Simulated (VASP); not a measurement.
A run of VASP 6.6.1 is set up as follows.

The input INCAR:

```
SYSTEM = SnO
PREC = Accurate ; ENCUT = 520
EDIFF = 1E-8 ; ISMEAR = -1
SIGMA = 0.02 ; LREAL = .FALSE.
LASPH = .TRUE. ; NELM = 100
ALGO = Normal ; ISIF = 2
LWAVE = .FALSE. ; LCHARG = .FALSE.
GGA = CA ; LEFG = .TRUE.
NBANDS = 28
```

KPOINTS

```
Automatic mesh
0
G
  6 6 5
  0 0 0
```

POSCAR

```
SnO
1.0
    3.8020000000     -0.0380200000     -0.0380200000
   -0.0380200000      3.8020000000     -0.0380200000
   -0.0483600000     -0.0483600000      4.8360000000
Sn O
2 2
Direct
    0.0000000000      0.5000000000      0.2385000000
    0.5000000000      0.0000000000      0.7615000000
    0.0000000000      0.0000000000      0.0000000000
    0.5000000000      0.5000000000      0.0000000000
```

Potentials or basis: VASP PAW LDA potentials, release 64 (Sn_d, O).

Command:

```bash
$ cat potpaw_LDA.64/Sn_d/POTCAR potpaw_LDA.64/O/POTCAR > POTCAR
$ mpirun -np 1 vasp_std > vasp.out
```

Question: What does it give for the band gap on the k mesh?

Answer: 0.06 eV (least direct gap 1.87 eV).

Question: Predict the largest force.

Answer: 0.211 eV/Å.

Question: Estimate the pressure.

Answer: -2.4 GPa.

Forces in eV/Å, atoms in the order of the input:
```
Sn   0.114  0.114 -0.135
Sn  -0.114 -0.114  0.135
O    0.064 -0.064  0.000
O   -0.064  0.064  0.000
```

Caveat: the cell differs from its parent crystal (equal xy, yz and zx shear strains of -2 %); without QUAD_EFG the Cq values of the log hold for a quadrupole moment of 1 mb, not for the nuclei; spin-orbit coupling is left out, which moves the levels of the heavy elements; an odd mesh through Γ misses points on the zone boundary, where band edges can lie.
